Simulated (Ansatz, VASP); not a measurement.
# Two plane-wave programs on Ca

```xyz
2
Lattice="3.9883 0.0000 0.0000 -1.9941 3.4539 0.0000 0.0000 0.0000 6.5596" Properties=species:S:1:pos:R:3 pbc="T T T"
Ca    0.0000    2.3026    1.6399
Ca    1.9941    1.1513    4.9197
```

Alike in both runs: task single point; functional r2SCAN; k mesh 10 × 10 × 6; occupations fermi-dirac, width 0.1 eV; no spin polarisation.

```csv
,VASP,Ansatz
version,VASP 6.6.1,Ansatz 0.2.0
potentials or method,"VASP PAW PBE potentials, release 64 (Ca_sv), cutoff 520 eV","plane waves (500 eV) with PAW, scalar-relativistic"
valence electrons in the cell,20,20
```

|  | VASP | Ansatz | Ansatz less VASP |
| --- | --- | --- | --- |
| pressure (GPa) | -0.6 | -0.7 | -0.04 |
| traceless stress, the component that is largest in VASP (GPa) | -0.05 | -0.06 | -0.003 |

VASP's potentials were made for PBE, not for r2SCAN.
